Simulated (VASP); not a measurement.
# Mg2Zr3 (Pm-3m) in VASP: a series of runs, part 2 of 2

VASP 6.6.1. Earlier steps stand in the parts before.

### 3 Relaxation of cell and atoms, PBE

Input file INCAR:

```
PREC = Accurate
ENCUT = 600
EDIFF = 1E-6
ISMEAR = 0
SIGMA = 0.1
LREAL = F
LASPH = T
NELM = 100
ALGO = Fast
ISIF = 3
LWAVE = F
LCHARG = F
GGA = PE
IBRION = 2
NSW = 100
EDIFFG = -0.01
```

Input file KPOINTS:

```
Automatic mesh
0
Gamma
  8 8 8
```

Input file POSCAR:

```
Mg2Zr3
1.0
    5.1090533046      0.0000000000      0.0000000000
    0.0000000000      5.1090533046      0.0000000000
    0.0000000000      0.0000000000      5.1090533046
Mg Zr
2 3
Direct
    0.0000000000      0.0000000000      0.0000000000
    0.5000000000      0.5000000000      0.5000000000
    0.0000000000      0.5000000000      0.5000000000
    0.5000000000      0.0000000000      0.5000000000
    0.5000000000      0.5000000000      0.0000000000
```

Potentials or basis: VASP PAW PBE potentials, release 64 (Mg, Zr_sv).

The run is started by

```
$ cat potpaw_PBE.64/Mg/POTCAR potpaw_PBE.64/Zr_sv/POTCAR > POTCAR
$ mpirun -np 1 vasp_std > vasp.out
```

OUTCAR:

```text
PREC = Accurate
   ENCUT = 600
   EDIFF = 1E-6
   ISMEAR = 0
   LREAL = F
   LASPH = T
   NELM = 100
   ISIF = 3
   GGA = PE
   IBRION = 2
   NSW = 100
   EDIFFG = -0.01

 ion  position               nearest neighbor table
   1  0.000  0.000  0.000-   3 3.61   4 3.61   5 3.61   3 3.61   4 3.61   3 3.61   5 3.61   3 3.61
                             4 3.61   5 3.61   4 3.61   5 3.61
   2  0.500  0.500  0.500-   3 2.55   4 2.55   5 2.55   5 2.55   4 2.55   3 2.55
   3  0.000  0.500  0.500-   2 2.55   2 2.55   4 3.61   5 3.61   1 3.61   5 3.61   1 3.61   4 3.61
                             1 3.61   1 3.61   4 3.61   5 3.61   5 3.61   4 3.61
   4  0.500  0.000  0.500-   2 2.55   2 2.55   3 3.61   5 3.61   1 3.61   5 3.61   1 3.61   3 3.61
                             5 3.61   5 3.61   1 3.61   3 3.61   1 3.61   3 3.61
   5  0.500  0.500  0.000-   2 2.55   2 2.55   3 3.61   4 3.61   1 3.61   3 3.61   4 3.61   1 3.61
                             4 3.61   4 3.61   1 3.61   3 3.61   3 3.61   1 3.61

  LATTYP: Found a simple cubic cell.
 ALAT       =     5.1090533046

  Lattice vectors:

 A1 = (   5.1090533046,   0.0000000000,   0.0000000000)
 A2 = (   0.0000000000,   5.1090533046,   0.0000000000)
 A3 = (   0.0000000000,   0.0000000000,   5.1090533046)

Analysis of symmetry for initial positions (statically):
=====================================================================
 Subroutine PRICEL returns:
 Original cell was already a primitive cell.

 Routine SETGRP: Setting up the symmetry group for a
 simple cubic supercell.

 Subroutine GETGRP returns: Found 48 space group operations
 (whereof 48 operations were pure point group operations)
 out of a pool of 48 trial point group operations.

The static configuration has the point symmetry O_h .

Analysis of symmetry for dynamics (positions and initial velocities):
=====================================================================
 Subroutine PRICEL returns:
 Original cell was already a primitive cell.

 Routine SETGRP: Setting up the symmetry group for a
 simple cubic supercell.

 Subroutine GETGRP returns: Found 48 space group operations
 (whereof 48 operations were pure point group operations)
 out of a pool of 48 trial point group operations.

The dynamic configuration has the point symmetry O_h .

 Subroutine INISYM returns: Found 48 space group operations
 (whereof 48 operations are pure point group operations),
 and found     1 'primitive' translations

----------------------------------------------------------------------------------------

                                     Primitive cell

  volume of cell :     133.3587

  direct lattice vectors                    reciprocal lattice vectors
     5.109053305  0.000000000  0.000000000     0.195730978  0.000000000  0.000000000
     0.000000000  5.109053305  0.000000000     0.000000000  0.195730978  0.000000000
     0.000000000  0.000000000  5.109053305     0.000000000  0.000000000  0.195730978

  length of vectors
     5.109053305  5.109053305  5.109053305     0.195730978  0.195730978  0.195730978

  position of ions in fractional coordinates (direct lattice)
     0.000000000  0.000000000  0.000000000
     0.500000000  0.500000000  0.500000000
[... 65 lines left out ...]
   k-points           NKPTS =     35   k-points in BZ     NKDIM =     35   number of bands    NBANDS=     24
   number of dos      NEDOS =    301   number of ions     NIONS =      5
   total plane-waves  NPLWV =  74088
   dimension x,y,z NGX =    42 NGY =   42 NGZ =   42
   dimension x,y,z NGXF=    84 NGYF=   84 NGZF=   84
   ions per type =               2   3
   NGX,Y,Z   is equivalent  to a cutoff of  13.67, 13.67, 13.67 a.u.
   NGXF,Y,Z  is equivalent  to a cutoff of  27.33, 27.33, 27.33 a.u.
 SYSTEM =  unknown system
   PREC   = accura    normal or accurate (medium, high low for compatibility)
   ISTART =      0    job   : 0-new  1-cont  2-samecut
   ICHARG =      2    charge: 1-file 2-atom 10-const
   ISPIN  =      1    spin polarized calculation?
   LNONCOLLINEAR =      F non collinear calculations
   LSORBIT =      F    spin-orbit coupling
   LASPH  =      T    aspherical Exc in radial PAW
   ENCUT  =  600.0 eV  44.10 Ry    6.64 a.u.  10.20 10.20 10.20*2*pi/ulx,y,z
   NELM   =    100;   NELMIN=  2; NELMDL= -5     # of ELM steps
   EDIFF  = 0.1E-05   stopping-criterion for ELM
   LREAL  =      F    real-space projection
   EDIFFG = -.1E-01   stopping-criterion for IOM
   NSW    =    100    number of steps for IOM
   IBRION =      2    ionic relax: 0-MD 1-quasi-New 2-CG
   NFREE  =      1    steps in history (QN), initial steepest desc. (CG)
   ISIF   =      3    stress and relaxation
   ISYM   =      2    0-nonsym 1-usesym 2-fastsym
   POTIM  = 0.5000    time-step for ionic-motion
   TEBEG  =    0.0;   TEEND  =   0.0 temperature during run
   PSTRESS=    0.0 pullay stress
   NELECT =      40.0000    total number of electrons
   NUPDOWN=      -1.0000    fix difference up-down
   EMIN   =  10.00;   EMAX   =-10.00  energy-range for DOS
   EFERMI =   0.00;   METHOD = LEGACY
   ISMEAR =     0;   SIGMA  =   0.10  broadening in eV -4-tet -1-fermi 0-gaus
   EFERMI_NEDOS =   21; number of points for ismear=-14 and -15
   IALGO  =     68    algorithm
   IMIX   =      4    mixing-type and parameters
     AMIX     =   0.40;   BMIX     =  1.00
     AMIX_MAG =   1.60;   BMIX_MAG =  1.00
  volume/ion in A,a.u.               =      26.67       179.99
  Fermi-wavevector in a.u.,A,eV,Ry     =   1.095858  2.070872 16.339310  1.200905
  Thomas-Fermi vector in A             =   2.232190
   LORBIT       =      0    0 simple, 1 ext, 2 COOP (PROOUT), +10 PAW based schemes
   GGA     = PE    functional components
   LHFCALC =     F    Hartree Fock is set to
   AEXX    =    0.0000 exact exchange contribution
   IVDW    =     0    specifies the selected vdW correction
   LEPSILON=     F    determine dielectric tensor
   LRPA    =     F    only Hartree local field effects (RPA)
 conjugate gradient relaxation of ions
 non-spin polarized calculation
 RMM-DIIS sequential band-by-band and
 Gauss-broadening in eV      SIGMA  =   0.10
  energy-cutoff  :      600.00
  volume of cell :      133.36
 maximum number of plane-waves:      4492
 NGX is ok and might be reduce to    42
   NGX = 21   NGY = 21   NGZ = 21

--------------------------------------- Ionic step        1  -------------------------------------------

 number of electron      40.0000000 magnetization

 Free energy of the ion-electron system (eV)
  ---------------------------------------------------
  ext. energy  EPLUGINS =         0.00000000
  ---------------------------------------------------
  free energy    TOTEN  =       -23.55646202 eV

  energy without entropy =      -23.52374805  energy(sigma->0) =      -23.54010503

------------------------ aborting loop because EDIFF is reached ----------------------------------------

  FORCE on cell =-STRESS in cart. coord.  units (eV):
  Direction    XX          YY          ZZ          XY          YZ          ZX
  --------------------------------------------------------------------------------------
  -------------------------------------------------------------------------------------
  Total        0.1139803      0.1139803      0.1139803      0.0000000     -0.0000000      0.0000000
  in kB        1.3693642      1.3693642      1.3693642      0.0000000     -0.0000000      0.0000000
  external PRESSURE =       1.3693642 kB  Pullay stress =       0.0000000 kB
[... 65 lines left out ...]
--------------------------------------- Ionic step        3  -------------------------------------------

 number of electron      40.0000000 magnetization

 Free energy of the ion-electron system (eV)
  ---------------------------------------------------
  ext. energy  EPLUGINS =         0.00000000
  ---------------------------------------------------
  free energy    TOTEN  =       -23.55659117 eV

  energy without entropy =      -23.52382220  energy(sigma->0) =      -23.54020669

 E-fermi :   4.7907     XC(G=0):  -9.4336

 val. band max:        4.7781437161   @ k =   0.2500   0.2500   0.0000
 cond. band min:       4.7960279859   @ k =   0.3750   0.1250   0.0000
 fundamental gap:      0.0178842698
 Fermi energy:         4.7906696868

 k-point     1 :       0.0000    0.0000    0.0000
  band No.  band energies     occupation
      1     -44.4117      2.00000
      2     -44.3818      2.00000
      3     -44.3818      2.00000
      4     -22.5066      2.00000
      5     -22.5066      2.00000
      6     -22.5066      2.00000
[... 637 lines left out ...]
     23       5.7917      0.00000
     24       5.9231      0.00000

 [... further k-points ...]

------------------------ aborting loop because EDIFF is reached ----------------------------------------

  FORCE on cell =-STRESS in cart. coord.  units (eV):
  Direction    XX          YY          ZZ          XY          YZ          ZX
  --------------------------------------------------------------------------------------
  -------------------------------------------------------------------------------------
  Total        0.0132041      0.0132041      0.0132041     -0.0000000     -0.0000000      0.0000000
  in kB        0.1582743      0.1582743      0.1582743     -0.0000000     -0.0000000      0.0000000
  external PRESSURE =       0.1582743 kB  Pullay stress =       0.0000000 kB
[... 20 lines left out ...]
  FREE ENERGIE OF THE ION-ELECTRON SYSTEM (eV)
  ---------------------------------------------------
  free  energy   TOTEN  =       -23.5565911730 eV

  energy  without entropy=      -23.5238222008  energy(sigma->0) =      -23.54020669

 reached required accuracy - stopping structural energy minimisation
```

It took 3.8 min on 1 thread of Intel Xeon 6975P-C (Granite Rapids), shared host; peak memory 0.35 GiB.

Results:

```yaml
Free_energy: -23.5566 eV
Relaxed_volume: 26.73 Å³/atom
Relaxed_cell: a = 5.113 Å, b = 5.113 Å, c = 5.113 Å, α = 90.00°, β = 90.00°, γ = 90.00°
Space_group_after_relaxing_to_0.05_Å: Pm-3m (No. 221)
Energy_gained_by_relaxing: 0.0 meV/atom
Ionic_steps: 3
Pressure_after_relaxing: 0.0 GPa
Band_gap_on_the_k_mesh: zero (band 20 reaches 5.60 eV, above the bottom of band 21 at 4.63 eV)
```

The path:
```csv
step,energy change (eV),largest force (eV/Å),pressure (GPa),volume (Å³)
1,0.0000,0.0000,0.14,133.36
2,-0.0001,0.0000,-0.13,133.80
3,-0.0001,0.0000,0.02,133.66
```

Final structure:
```
CELL_PARAMETERS angstrom
5.11293 0.00000 0.00000
0.00000 5.11293 0.00000
0.00000 0.00000 5.11293
ATOMIC_POSITIONS crystal
Mg 0.00000 0.00000 0.00000
Mg 0.50000 0.50000 0.50000
Zr 0.00000 0.50000 0.50000
Zr 0.50000 0.00000 0.50000
Zr 0.50000 0.50000 0.00000
```
